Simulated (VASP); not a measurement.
# Si8H3F in VASP: a series of runs

The runs below take Si8H3F through single point, with LDA.

Program: VASP 6.6.1. These are calculated values, not measurements. Logs are shortened: lines on timing, memory, paths and dates and some standing lists are left out, and cuts for length are marked.

## Step 1: The cell of the first run

The cell holds a slab with vacuum, 24 atoms: a = 7.679 Å, b = 7.679 Å, c = 19.869 Å, α = 90.00°, β = 90.00°, γ = 60.00°.

## Step 2: Single point, LDA

Input file INCAR:

```
ALGO     = Normal         # electronic algorithm
EDIFF    = 1E-7           # SCF threshold, eV
ENCUT    = 520            # plane-wave cutoff, eV
ISIF     = 2              # what is computed and relaxed
ISMEAR   = -1             # smearing method
LASPH    = T              # aspherical terms in the spheres
LCHARG   = F              # write CHGCAR
LREAL    = Auto         
LWAVE    = F              # write WAVECAR
NBANDS   = 60             # bands
NELM     = 60             # most SCF steps
PREC     = Accurate       # precision mode
SIGMA    = 0.05           # smearing width, eV
```

Input file KPOINTS:

```
k-points
0
Gamma
  2 2 1
```

Input file POSCAR:

```
Si8H3F
1.0
    7.6791800000      0.0000000000      0.0000000000
    3.8395900000      6.6503650000      0.0000000000
    0.0000000000      0.0000000000     19.8687650000
H Si F
6 16 2
Direct
    0.1666668792      0.1666675438      0.0503302545
    0.6666681814      0.1666675438      0.0503302545
    0.1666662146      0.6666701752      0.0503302545
    0.6666675168      0.6666701752      0.0503302545
   -0.0006679309      0.5017017863      0.3962752592
    0.4984055547      0.5023333306      0.3963306225
    0.1666668792      0.1666675438      0.1258256364
    0.6666681814      0.1666675438      0.1258256364
    0.1666662146      0.6666701752      0.1258256364
    0.6666675168      0.6666701752      0.1258256364
   -0.1661938856      0.3323877712      0.1646554278
    0.3337247144      0.3325531757      0.1646755599
   -0.1672843208      0.8348564327      0.1643735783
    0.3324229741      0.8348714695      0.1643735783
   -0.1663968820      0.3327937640      0.2845320280
    0.3337096776      0.3325832492      0.2844514996
   -0.1672379862      0.8341647413      0.2858204826
    0.3330758494      0.8341647413      0.2858406147
    0.0003478602     -0.0007217649      0.3182935628
    0.5003396295     -0.0006766546      0.3183237609
    0.0002373694      0.4996567858      0.3214241046
    0.5000748865      0.4996718225      0.3214442367
   -0.0229148576      0.0318178025      0.5202940394
    0.1427557054     -0.1938089112      0.5233943831
```

Potentials or basis: VASP PAW LDA potentials, release 64 (H, Si, F).

Started as:

```
$ cat potpaw_LDA.64/H/POTCAR potpaw_LDA.64/Si/POTCAR potpaw_LDA.64/F/POTCAR > POTCAR
$ mpirun -np 1 vasp_std > vasp.out
```

OUTCAR:

```text
EDIFF = 1E-7
   ENCUT = 520
   ISIF = 2
   ISMEAR = -1
   LASPH = T
   LREAL = Auto
   NELM = 60
   PREC = Accurate

 ion  position               nearest neighbor table
   1  0.167  0.167  0.050-   7 1.50
   2  0.667  0.167  0.050-   8 1.50
   3  0.167  0.667  0.050-   9 1.50
   4  0.667  0.667  0.050-  10 1.50
   5  0.999  0.502  0.396-  21 1.49
   6  0.498  0.502  0.396-  22 1.49
   7  0.167  0.167  0.126-   1 1.50  14 2.34  11 2.34  12 2.34
   8  0.667  0.167  0.126-   2 1.50  13 2.34  11 2.34  12 2.34
   9  0.167  0.667  0.126-   3 1.50  13 2.35  14 2.35  12 2.35
  10  0.667  0.667  0.126-   4 1.50  13 2.35  14 2.35  11 2.35
  11  0.834  0.332  0.165-   8 2.34   7 2.34  10 2.35  15 2.38
  12  0.334  0.333  0.165-   8 2.34   7 2.34   9 2.35  16 2.38
  13  0.833  0.835  0.164-   8 2.34   9 2.35  10 2.35  17 2.41
  14  0.332  0.835  0.164-   7 2.34   9 2.35  10 2.35  18 2.41
  15  0.834  0.333  0.285-  19 2.32  21 2.34  22 2.34  11 2.38
  16  0.334  0.333  0.284-  20 2.32  21 2.34  22 2.34  12 2.38
  17  0.833  0.834  0.286-  20 2.30  19 2.30  21 2.33  13 2.41
  18  0.333  0.834  0.286-  20 2.30  19 2.30  22 2.33  14 2.41
  19  0.000  0.999  0.318-  17 2.30  18 2.30  15 2.32
  20  0.500  0.999  0.318-  18 2.30  17 2.30  16 2.32
  21  0.000  0.500  0.321-   5 1.49  17 2.33  15 2.34  16 2.34
  22  0.500  0.500  0.321-   6 1.49  18 2.33  15 2.34  16 2.34
  23  0.977  0.032  0.520-  24 1.56
  24  0.143  0.806  0.523-  23 1.56

  LATTYP: Found a hexagonal cell.
 ALAT       =     7.6791800344
 C/A-ratio  =     2.5873550185

  Lattice vectors:

 A1 = (  -3.8395900000,  -6.6503650000,   0.0000000000)
 A2 = (   7.6791800000,   0.0000000000,   0.0000000000)
 A3 = (   0.0000000000,   0.0000000000,  19.8687650000)

Analysis of symmetry for initial positions (statically):
=====================================================================
 Subroutine PRICEL returns:
 Original cell was already a primitive cell.

 Routine SETGRP: Setting up the symmetry group for a
 hexagonal supercell.

 Subroutine GETGRP returns: Found  1 space group operations
 (whereof  1 operations were pure point group operations)
 out of a pool of 24 trial point group operations.

The static configuration has the point symmetry C_1 .

Analysis of symmetry for dynamics (positions and initial velocities):
=====================================================================
 Subroutine PRICEL returns:
 Original cell was already a primitive cell.

 Routine SETGRP: Setting up the symmetry group for a
 hexagonal supercell.

 Subroutine GETGRP returns: Found  1 space group operations
 (whereof  1 operations were pure point group operations)
 out of a pool of 24 trial point group operations.

The dynamic configuration has the point symmetry C_1 .

 Subroutine INISYM returns: Found  1 space group operations
 (whereof  1 operations are pure point group operations),
 and found     1 'primitive' translations

----------------------------------------------------------------------------------------

                                     Primitive cell

  volume of cell :    1014.6849

  direct lattice vectors                    reciprocal lattice vectors
     7.679180000  0.000000000  0.000000000     0.130222237 -0.075183843  0.000000000
     3.839590000  6.650365000  0.000000000     0.000000000  0.150367687  0.000000000
     0.000000000  0.000000000 19.868765000     0.000000000  0.000000000  0.050330255

  length of vectors
     7.679180000  7.679180034 19.868765000     0.150367687  0.150367687  0.050330255

  position of ions in fractional coordinates (direct lattice)
     0.166666879  0.166667544  0.050330254
     0.666668181  0.166667544  0.050330254
     0.166666215  0.666670175  0.050330254
     0.666667517  0.666670175  0.050330254
     0.999332069  0.501701786  0.396275259
     0.498405555  0.502333331  0.396330623
[... 16 lines left out ...]
     0.977085142  0.031817803  0.520294039
     0.142755705  0.806191089  0.523394383

  ion indices of the primitive-cell ions
   primitive index   ion index
                 1           1
                 2           2
                 3           3
                 4           4
                 5           5
                 6           6
[... 16 lines left out ...]
                23          23
                24          24

----------------------------------------------------------------------------------------

 KPOINTS: k-points

Automatic generation of k-mesh.
 Grid dimensions read from file:
 generate k-points for:    2    2    1

 Generating k-lattice:

  Cartesian coordinates                     Fractional coordinates (reciprocal lattice)
     0.065111119 -0.037591922  0.000000000     0.500000000  0.000000000  0.000000000
     0.000000000  0.075183843  0.000000000     0.000000000  0.500000000  0.000000000
     0.000000000  0.000000000  0.050330255     0.000000000  0.000000000  1.000000000

  Length of vectors
[... 44 lines left out ...]
   PSTRESS=    0.0 pullay stress
   NELECT =      84.0000    total number of electrons
   NUPDOWN=      -1.0000    fix difference up-down
   EMIN   =  10.00;   EMAX   =-10.00  energy-range for DOS
   EFERMI =   0.00;   METHOD = LEGACY
   ISMEAR =    -1;   SIGMA  =   0.05  broadening in eV -4-tet -1-fermi 0-gaus
   EFERMI_NEDOS =   21; number of points for ismear=-14 and -15
   IALGO  =     38    algorithm
   IMIX   =      4    mixing-type and parameters
     AMIX     =   0.40;   BMIX     =  1.00
     AMIX_MAG =   1.60;   BMIX_MAG =  1.00
  volume/ion in A,a.u.               =      42.28       285.31
  Fermi-wavevector in a.u.,A,eV,Ry     =   0.713495  1.348310  6.926385  0.509075
  Thomas-Fermi vector in A             =   1.801148
   LORBIT       =      0    0 simple, 1 ext, 2 COOP (PROOUT), +10 PAW based schemes
   GGA     = CA    functional components
   LHFCALC =     F    Hartree Fock is set to
   AEXX    =    0.0000 exact exchange contribution
   IVDW    =     0    specifies the selected vdW correction
   LEPSILON=     F    determine dielectric tensor
   LRPA    =     F    only Hartree local field effects (RPA)
 non-spin polarized calculation
  energy-cutoff  :      520.00
  volume of cell :     1014.68
 maximum number of plane-waves:     27427
 NGX is ok and might be reduce to    60
   NGX = 29   NGY = 29   NGZ = 73

 number of electron      83.9999986 magnetization

 Free energy of the ion-electron system (eV)
  ---------------------------------------------------
  ext. energy  EPLUGINS =         0.00000000
  ---------------------------------------------------
  free energy    TOTEN  =      -115.45287263 eV

  energy without entropy =     -115.31455739  energy(sigma->0) =     -115.38371501

 E-fermi :  -1.8399     XC(G=0):  -4.3174

 val. band max:       -1.9012701627   @ k =   0.0000   0.5000   0.0000
 cond. band min:      -1.8192348967   @ k =   0.0000   0.0000   0.0000
 fundamental gap:      0.0820352661
 Fermi energy:        -1.8399257906

 k-point     1 :       0.0000    0.0000    0.0000
  band No.  band energies     occupation
      1     -26.1034      2.00000
      2     -22.0026      2.00000
      3     -13.4255      2.00000
      4     -12.3307      2.00000
      5     -11.2475      2.00000
      6     -11.2134      2.00000
[... 46 lines left out ...]
     53       0.1831      0.00000
     54       0.4882      0.00000

 k-point     2 :       0.5000    0.0000    0.0000
  band No.  band energies     occupation
      1     -26.1034      2.00000
      2     -22.0025      2.00000
      3     -12.7175      2.00000
      4     -12.7110      2.00000
      5     -11.6432      2.00000
      6     -11.6376      2.00000
[... 46 lines left out ...]
     53       1.7149      0.00000
     54       1.7194      0.00000

 k-point     3 :       0.5000    0.5000    0.0000
  band No.  band energies     occupation
      1     -26.1034      2.00000
      2     -22.0025      2.00000
      3     -12.7169      2.00000
      4     -12.7115      2.00000
      5     -11.6425      2.00000
      6     -11.6383      2.00000
[... 46 lines left out ...]
     53       1.7155      0.00000
     54       1.7193      0.00000

 k-point     4 :       0.0000    0.5000    0.0000
  band No.  band energies     occupation
      1     -26.1034      2.00000
      2     -22.0026      2.00000
      3     -12.7239      2.00000
      4     -12.7053      2.00000
      5     -11.6661      2.00000
      6     -11.6042      2.00000
[... 46 lines left out ...]
     53       1.5711      0.00000
     54       1.7547      0.00000
 [bands above 54 left out]

------------------------ aborting loop because EDIFF is reached ----------------------------------------

  FORCE on cell =-STRESS in cart. coord.  units (eV):
  Direction    XX          YY          ZZ          XY          YZ          ZX
  --------------------------------------------------------------------------------------
  -------------------------------------------------------------------------------------
  Total       -0.1935527     -0.8570104     -5.6074148      0.1455905     -0.5444684      0.0110530
  in kB       -0.3056177     -1.3532109     -8.8540519      0.2298860     -0.8597102      0.0174525
  external PRESSURE =      -3.5042935 kB  Pullay stress =       0.0000000 kB

 VOLUME and BASIS-vectors are now :
 -----------------------------------------------------------------------------
  energy-cutoff  :      520.00
  volume of cell :     1014.68
      direct lattice vectors                 reciprocal lattice vectors
     7.679180000  0.000000000  0.000000000     0.130222237 -0.075183843  0.000000000
     3.839590000  6.650365000  0.000000000     0.000000000  0.150367687  0.000000000
     0.000000000  0.000000000 19.868765000     0.000000000  0.000000000  0.050330255

 POSITION                                       TOTAL-FORCE (eV/Angst)
 -----------------------------------------------------------------------------------
      1.91980      1.10840      1.00000        -0.001800     -0.012132     -0.054795
      5.75940      1.10840      1.00000         0.001624     -0.012443     -0.054771
      3.83960      4.43360      1.00000         0.000341      0.020210     -0.099313
      7.67920      4.43360      1.00000        -0.000473      0.018888     -0.097123
      9.60038      3.33650      7.87350         0.000151     -0.011602      0.238064
      5.75610      3.34070      7.87460        -0.000124     -0.012445      0.231089
[... 16 lines left out ...]
      7.62538      0.21160     10.33760         0.094976     -0.347301     -0.104972
      4.19169      5.36147     10.39920        -0.091163      0.336327     -0.079798
 -----------------------------------------------------------------------------------
    total drift:                                0.000566     -0.004968     -0.019304

  FREE ENERGIE OF THE ION-ELECTRON SYSTEM (eV)
  ---------------------------------------------------
  free  energy   TOTEN  =      -115.4528726288 eV

  energy  without entropy=     -115.3145573928  energy(sigma->0) =     -115.38371501
```

It took 13 min on 1 thread of Intel Xeon Platinum 8488C (Sapphire Rapids), shared host; peak memory 0.77 GiB.

What came out:

```
Free energy            : -115.4529 eV
Largest force          : 0.415 eV/Å
Band gap on the k mesh : zero (band 42 reaches -1.80 eV, above the bottom of band 43 at -1.82 eV)
```

Forces in eV/Å, atoms in the order of the input:
```
H   -0.002 -0.012 -0.055
H    0.002 -0.012 -0.055
H    0.000  0.020 -0.099
H    0.000  0.019 -0.097
H    0.000 -0.012  0.238
H    0.000 -0.012  0.231
Si   0.007  0.071  0.383
Si  -0.007  0.071  0.382
Si   0.000 -0.029  0.381
Si   0.000 -0.020  0.414
Si  -0.001  0.021  0.099
Si   0.000  0.026  0.097
Si   0.006 -0.005  0.176
Si  -0.006 -0.003  0.178
Si  -0.003  0.080 -0.317
Si   0.001  0.070 -0.338
Si  -0.007 -0.128 -0.324
Si   0.006 -0.129 -0.323
Si   0.000  0.040 -0.310
Si   0.000  0.049 -0.288
Si   0.008 -0.048 -0.100
Si  -0.008 -0.045 -0.089
F    0.095 -0.347 -0.105
F   -0.091  0.336 -0.080
```

Levels at points of the mesh, in eV from the Fermi level:
```tsv
k point	band 38	band 39	band 40	band 41	band 42	band 43	band 44	band 45
(0.00, 0.00, 0.00)	-1.01	-1.00	-0.39	-0.39	-0.27	0.02	0.09	0.94
(0.50, 0.00, 0.00)	-1.98	-1.97	-1.18	-1.17	0.04	0.05	0.09	1.54
(0.50, 0.50, 0.00)	-1.98	-1.97	-1.18	-1.17	0.04	0.05	0.10	1.54
(0.00, 0.50, 0.00)	-1.92	-1.89	-1.22	-1.12	-0.06	0.08	0.14	1.46
```

Caveat: the k points lie up to 0.47 Å⁻¹ apart.

## Step 3: Single point, LDA

Input file INCAR:

```
ALGO = Normal
EDIFF = 1E-6
ENCUT = 520
GGA = CA
ISIF = 2
ISMEAR = -1
LASPH = T
LCHARG = F
LREAL = Auto
LWAVE = F
NBANDS = 60
NELM = 60
PREC = Accurate
SIGMA = 0.05
```

KPOINTS is that of step 2.

Input file POSCAR:

```
Si8H3F
1.0
    7.6791800000      0.0000000000      0.0000000000
    3.8395900000      6.6503650000      0.0000000000
    0.0000000000      0.0000000000     19.8687650000
H Si F
6 16 2
Direct
    0.1666668792      0.1666675438      0.0503302545
    0.6666681814      0.1666675438      0.0503302545
    0.1666662146      0.6666701752      0.0503302545
    0.6666675168      0.6666701752      0.0503302545
    0.0034296944      0.4945743579      0.3984293941
    0.5013852833      0.4951758287      0.3985904509
    0.1666668792      0.1666675438      0.1258256364
    0.6666681814      0.1666675438      0.1258256364
    0.1666662146      0.6666701752      0.1258256364
    0.6666675168      0.6666701752      0.1258256364
   -0.1662951139      0.3325381389      0.1645044370
    0.3335347402      0.3329591684      0.1644692058
   -0.1673717365      0.8355781976      0.1649624423
    0.3317585515      0.8356533814      0.1649876074
   -0.1675747140      0.3350192057      0.2821765721
    0.3328711079      0.3343124776      0.2818041282
   -0.1658212912      0.8307062845      0.2847736133
    0.3350690115      0.8307513948      0.2848390426
    0.0000361172     -0.0001503677      0.3089623336
    0.4999165854      0.0001954780      0.3093196784
    0.0017172668      0.4972960131      0.3207144480
    0.5008510441      0.4974163072      0.3208100755
   -0.0193720121      0.0269458894      0.4969860985
    0.1398873552     -0.1898692779      0.5014302600
```

Potentials or basis: VASP PAW LDA potentials, release 64 (H, Si, F).

Started as:

```
$ cat potpaw_LDA.64/H/POTCAR potpaw_LDA.64/Si/POTCAR potpaw_LDA.64/F/POTCAR > POTCAR
$ mpirun -np 1 vasp_std > vasp.out
```

Run time: 11 min. Hardware: 1 thread of Intel Xeon Platinum 8488C (Sapphire Rapids), shared host; peak memory 0.77 GiB.

It converged, with:

```yaml
Free_energy: -115.5795 eV
Largest_force: 0.965 eV/Å
Band_gap_on_the_k_mesh: zero (band 42 reaches -1.51 eV, above the bottom of band 43 at -1.54 eV)
```

Forces in eV/Å, atoms in the order of the input:
```
H   -0.003 -0.026 -0.045
H    0.003 -0.026 -0.045
H    0.001  0.022 -0.108
H   -0.001  0.021 -0.105
H    0.000  0.018 -0.633
H    0.000  0.018 -0.643
Si   0.007  0.074  0.420
Si  -0.008  0.070  0.417
Si   0.001  0.050  0.311
Si  -0.001  0.065  0.376
Si   0.001  0.107 -0.229
Si   0.000  0.092 -0.261
Si  -0.012 -0.157 -0.067
Si   0.013 -0.158 -0.066
Si  -0.003  0.118 -0.118
Si   0.000  0.130 -0.112
Si   0.009 -0.130 -0.316
Si  -0.009 -0.127 -0.311
Si  -0.003  0.017  0.077
Si   0.001  0.009  0.115
Si   0.001 -0.082  0.775
Si  -0.001 -0.083  0.786
F   -0.248  0.907 -0.216
F    0.254 -0.931 -0.002
```

Levels at points of the mesh, in eV from the Fermi level:
```csv
k point,band 39,band 40,band 41,band 42,band 43,band 44
"(0.00, 0.00, 0.00)",-1.31,-0.59,-0.55,-0.35,0.00,0.11
"(0.50, 0.00, 0.00)",-2.22,-1.35,-1.34,0.03,0.05,0.11
"(0.50, 0.50, 0.00)",-2.22,-1.35,-1.34,0.04,0.05,0.11
"(0.00, 0.50, 0.00)",-2.11,-1.36,-1.30,-0.09,0.08,0.19
```

Caveat: the k points lie up to 0.47 Å⁻¹ apart.

## Step 4: Single point, LDA

Input file INCAR:

```
SYSTEM = Si8H3F
PREC = Accurate ; ENCUT = 520
EDIFF = 1E-6 ; ISMEAR = -1
SIGMA = 0.05 ; LREAL = Auto
LASPH = .TRUE. ; NELM = 60
ALGO = Normal ; ISIF = 2
LWAVE = .FALSE. ; LCHARG = .TRUE.
LELF = .TRUE. ; LVHAR = .TRUE.
NBANDS = 60
```

Input file KPOINTS:

```
regular mesh
0
G
  2 2 1
  0 0 0
```

Input file POSCAR:

```
Si8H3F
1.0
    7.6791800000      0.0000000000      0.0000000000
    3.8395900000      6.6503650000      0.0000000000
    0.0000000000      0.0000000000     19.8687650000
H Si F
6 16 2
Direct
    0.1666668792      0.1666675438      0.0503302545
    0.6666681814      0.1666675438      0.0503302545
    0.1666662146      0.6666701752      0.0503302545
    0.6666675168      0.6666701752      0.0503302545
    0.0041383984      0.4945893947      0.3993554708
    0.4997471433      0.4961081084      0.3995567918
    0.1666668792      0.1666675438      0.1258256364
    0.6666681814      0.1666675438      0.1258256364
    0.1666662146      0.6666701752      0.1258256364
    0.6666675168      0.6666701752      0.1258256364
   -0.1677311253      0.3354101617      0.1617815702
    0.3321212840      0.3357860809      0.1613990603
   -0.1655247683      0.8320144834      0.1642326536
    0.3334602607      0.8321197408      0.1643182150
   -0.1707929776      0.3411692441      0.2785376947
    0.3300456701      0.3400414864      0.2778582363
   -0.1619356166      0.8224661353      0.2805660040
    0.3393057463      0.8226165030      0.2807371268
   -0.0006073697      0.0009022061      0.3003608931
    0.4993657288      0.0013232356      0.3013222010
    0.0043715070      0.4926646883      0.3217109871
    0.5027048850      0.4928752031      0.3219374732
   -0.0274758851      0.0378926570      0.4699537188
    0.1498007104     -0.2032369652      0.4786910510
```

Started as:

```
$ cat potpaw_LDA.64/H/POTCAR potpaw_LDA.64/Si/POTCAR potpaw_LDA.64/F/POTCAR > POTCAR
$ mpirun -np 1 vasp_std > vasp.out
```

It took 11 min on 1 thread of Intel Xeon Platinum 8488C (Sapphire Rapids), shared host; peak memory 0.78 GiB.

It converged, with:

```
Free energy            : -115.8138 eV
Largest force          : 0.673 eV/Å
Band gap on the k mesh : zero (band 42 reaches -1.74 eV, above the bottom of band 43 at -1.80 eV)
```

Forces in eV/Å, atoms in the order of the input:
```
H   -0.008 -0.053 -0.055
H    0.007 -0.053 -0.056
H    0.002  0.040 -0.129
H   -0.002  0.040 -0.118
H    0.000 -0.009 -0.673
H   -0.001 -0.007 -0.651
Si  -0.003 -0.092  0.255
Si   0.003 -0.092  0.250
Si   0.004  0.186 -0.148
Si  -0.004  0.195 -0.008
Si   0.001 -0.151 -0.057
Si  -0.002 -0.137 -0.037
Si   0.013  0.137 -0.386
Si  -0.012  0.140 -0.382
Si  -0.003 -0.118  0.313
Si   0.002 -0.148  0.287
Si  -0.019  0.089  0.467
Si   0.014  0.087  0.473
Si  -0.003 -0.080  0.182
Si  -0.001 -0.100  0.011
Si   0.001  0.089  0.575
Si  -0.009  0.100  0.569
F    0.060 -0.217 -0.473
F   -0.041  0.151 -0.210
```

Levels at points of the mesh, in eV from the Fermi level:
```csv
k point,band 39,band 40,band 41,band 42,band 43,band 44
"(0.00, 0.00, 0.00)",-1.45,-0.73,-0.70,-0.36,-0.02,0.08
"(0.50, 0.00, 0.00)",-1.56,-1.45,-1.44,0.03,0.06,0.15
"(0.50, 0.50, 0.00)",-1.56,-1.45,-1.44,0.04,0.06,0.15
"(0.00, 0.50, 0.00)",-1.57,-1.45,-1.43,-0.04,0.04,0.25
```

Caveat: the k points lie up to 0.47 Å⁻¹ apart.
